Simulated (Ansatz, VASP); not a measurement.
**ZnO in VASP and in Ansatz**

```
CELL_PARAMETERS angstrom
3.27961 0.00000 0.00000
-1.63981 2.84023 0.00000
0.00000 0.00000 5.29265
ATOMIC_POSITIONS crystal
Zn 0.33333 0.66667 0.00148
Zn 0.66667 0.33333 0.50148
O 0.33333 0.66667 0.38062
O 0.66667 0.33333 0.88062
```

Alike in both runs: functional PBE; k mesh 8 × 8 × 5; no spin polarisation.

Ansatz relaxed the structure, and its values are those at the end. VASP's run is a single point on that final structure, the one shown.

|  | VASP | Ansatz |
| --- | --- | --- |
| version | VASP 6.6.1 | Ansatz 0.2.0 |
| potentials or method | VASP PAW PBE potentials, release 64 (Zn, O) | scalar-relativistic, plane waves, PAW |
| plane-wave cutoff (eV) | 520 | 420 |
| occupations | gaussian, width 0.01 eV | fixed |
| valence electrons in the cell | 36 | 36 |

|  | VASP | Ansatz | Ansatz less VASP |
| --- | --- | --- | --- |
| gap on the k mesh at the Fermi level (eV) | 0.73 | 0.74 | +0.016 |
| least direct gap on the mesh (eV) | 0.73 | 0.74 | +0.016 |
| pressure (GPa) | 0.9 | 0.0 | -0.89 |
